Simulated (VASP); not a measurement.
GaN:

```xyz
4
Lattice="3.1151 0.0000 0.0000 -1.5575 2.6977 0.0000 0.0000 0.0000 5.0605" Properties=species:S:1:pos:R:3 pbc="T T T"
Ga    1.5575    0.8992    2.5303
Ga    0.0000    1.7985    0.0000
N     1.5575    0.8992    4.4280
N     0.0000    1.7985    1.8977
```

Base run:

| Property | Result |
| --- | --- |
| Program | VASP 6.6.1 |
| Functional | PBE exchange alone |
| Potentials or basis | VASP PAW PBE potentials, release 64 (Ga_d, N) |
| Cutoff | 520 eV |
| k mesh | 10 × 10 × 5 |
| Occupations | fermi-dirac, width 0.05 eV |
| Spin | no spin polarisation |

Its results: band gap on the k mesh 2.50 eV; pressure 43.4 GPa; largest force 0.150 eV/Å.

The run is repeated on the same cell with these changes: functional from PBE exchange alone to b88 exchange, pbe correlation; cutoff from 520 eV to 600 eV. What comes out?

Band gap on the k mesh 2.39 eV; pressure 21.1 GPa; largest force 0.152 eV/Å.

Caveats: the cell stands under pressure; the PAW data sets were made with another functional, which shifts forces and pressure a little (at least some runs).

